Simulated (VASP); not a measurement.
Set up this calculation in VASP 6.6.1, as the native input.

* Task: single point
* Functional: PBE
* Potentials or basis: VASP PAW PBE potentials, release 64 (C)
* Cutoff: 520 eV
* k mesh: 52 × 52 × 52
* Occupations: fermi-dirac, width 0.0612256 eV
* Spin: no spin polarisation
* Dipole correction: no
* Further INCAR settings: ALGO = Normal; EDIFF = 1e-07; NBANDS = 11

The structure of C lies in POSCAR:

```
C
1.0
    0.0000000000      1.8211020964      1.8211020964
    1.8211020964      0.0000000000      1.8211020964
    1.8211020964      1.8211020964      0.0000000000
C
2
Direct
    0.0000000000      0.0000000000      0.0000000000
    0.2500000000      0.2500000000      0.2500000000
```

These files were run (other wordings do the same):

INCAR

```
SYSTEM = C
ALGO     = Normal         ! electronic algorithm
EDIFF    = 1E-7           ! SCF threshold, eV
ENCUT    = 520            ! plane-wave cutoff, eV
GGA      = PE             ! functional
ISIF     = 2              ! what is computed and relaxed
ISMEAR   = -1             ! smearing method
LASPH    = .TRUE.         ! aspherical terms in the spheres
LCHARG   = .TRUE.         ! write CHGCAR
LELF     = .TRUE.         ! ELF
LREAL    = .FALSE.        ! projectors in reciprocal space
LVHAR    = .TRUE.       
LWAVE    = .FALSE.        ! write WAVECAR
NBANDS   = 11             ! bands
NELM     = 100            ! most SCF steps
PREC     = Accurate       ! precision mode
SIGMA    = 0.06122561905347299 ! smearing width, eV
```

KPOINTS

```
k-points
0
G
  52 52 52
  0 0 0
```

Potentials or basis: VASP PAW PBE potentials, release 64 (C).

Launch:

```bash
$ cat potpaw_PBE.64/C/POTCAR > POTCAR
$ mpirun -np 1 vasp_std > vasp.out
```

Results of the run:

```yaml
Pressure: -22.3 GPa
Band_gap_on_the_k_mesh: 3.99 eV (least direct gap 5.42 eV)
```

Caveat: the cell stands under tension.

It took 7.1 min on 1 thread of Oxide Virtual Turin-like Processor (shared host), peak memory 0.4 GiB.
